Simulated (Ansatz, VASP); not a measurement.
GaN: VASP beside Ansatz

INCAR

```
SYSTEM = GaN
PREC     = Accurate       ! precision mode
ENCUT    = 600            ! plane-wave cutoff, eV
EDIFF    = 1E-6           ! SCF threshold, eV
ISMEAR   = 0              ! smearing method
SIGMA    = 0.02           ! smearing width, eV
LREAL    = .False.        ! projectors in reciprocal space
LASPH    = .True.         ! aspherical terms in the spheres
NELM     = 80             ! most SCF steps
ALGO     = Normal         ! electronic algorithm
ISIF     = 3              ! what is computed and relaxed
LWAVE    = .False.        ! write WAVECAR
LCHARG   = .False.        ! write CHGCAR
GGA      = PE             ! functional
IBRION   = 2              ! ionic algorithm
NSW      = 100            ! ionic steps
EDIFFG   = -0.01          ! ionic threshold
```

Contents of KPOINTS:

```
regular mesh
0
Gamma
  12 12 6
  0 0 0
```

The input POSCAR:

```
GaN
1.0
    3.2173977067      0.0000000000      0.0000000000
   -1.6086988533      2.7863481480      0.0000000000
    0.0000000000      0.0000000000      5.2394066122
Ga N
2 2
Direct
    0.6666666667      0.3333333333      0.4991155894
    0.3333333333      0.6666666667      0.9991155894
    0.6666666667      0.3333333333      0.8758844106
    0.3333333333      0.6666666667      0.3758844106
```

Input for Ansatz:

```yaml
crystal:
  lattice:
    - [3.2173977067, 0.0, 0.0]
    - [-1.6086988533, 2.786348148, 0.0]
    - [0.0, 0.0, 5.2394066122]
  atoms:
    - { symbol: Ga, position: [0.6666666667, 0.3333333333, 0.4991155894] }
    - { symbol: Ga, position: [0.3333333333, 0.6666666667, 0.9991155894] }
    - { symbol: "N", position: [0.6666666667, 0.3333333333, 0.8758844106] }
    - { symbol: "N", position: [0.3333333333, 0.6666666667, 0.3758844106] }
basis:
  ecutwfc: 420
kpoints:
  mp_grid: { grid: [12, 12, 6] }
hamiltonian:
  xc: pbe
scf:
  occupations: { method: gaussian, width: 0.02 }
output:
  forces: true
  stress: true
  eigenvalues: true
relax:
  adjacent_minimum: "off"
  f_tol: 0.01
  max_steps: 80
  cell: { stress_tol: 0.05 }
```

Alike in both runs: task relaxation of cell and atoms; functional PBE; k mesh 12 × 12 × 6; occupations gaussian, width 0.02 eV; no spin polarisation.

|  | VASP | Ansatz |
| --- | --- | --- |
| version | VASP 6.6.1 | Ansatz 0.2.0 |
| potentials or method | VASP PAW PBE potentials, release 64 (Ga_d, N), cutoff 600 eV | scalar-relativistic, plane waves, PAW |
| valence electrons in the cell | 36 | 36 |

|  | VASP | Ansatz | Ansatz less VASP |
| --- | --- | --- | --- |
| gap on the k mesh at the Fermi level, each at its own relaxed structure (eV) | 1.72 | 1.71 | -0.006 |
| relaxed volume (Å³/atom) | 11.76 | 11.76 | +0.001 |
| relaxed cell length with the largest relative difference (Å) | 3.218 | 3.218 | +0.0001 |
